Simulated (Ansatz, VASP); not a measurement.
# Two plane-wave programs on Si4N

```
CELL_PARAMETERS angstrom
-2.66770 2.66770 2.66770
2.66770 -2.66770 2.66770
2.66770 2.66770 -2.66770
ATOMIC_POSITIONS crystal
Si 0.00000 0.59398 0.00000
Si 0.40602 0.40602 0.40602
Si 0.00000 0.00000 0.59398
Si 0.59398 0.00000 0.00000
N 0.00000 0.00000 0.00000
```

Change from the starting cell: species swapped into the GeF4 type (I-43m, No. 217).

Alike in both runs: task relaxation of cell and atoms; functional PBE; k mesh 10 × 10 × 10; occupations gaussian, width 0.1 eV; no spin polarisation.

```csv
,VASP,Ansatz
version,VASP 6.6.1,Ansatz 0.2.0
potentials or method,"VASP PAW PBE potentials, release 64 (Si, N), cutoff 600 eV","scalar-relativistic, plane waves, PAW"
valence electrons in the cell,21,21
```

|  | VASP | Ansatz | Ansatz less VASP |
| --- | --- | --- | --- |
| gap on the k mesh at the Fermi level, each at its own relaxed structure (eV) | none | none | - |
| relaxed volume (Å³/atom) | 14.94 | 14.95 | +0.015 |
| relaxed cell length with the largest relative difference (Å) | 4.595 | 4.597 | +0.0016 |

A gap of «none» marks a metal or a gap that the smearing closes.
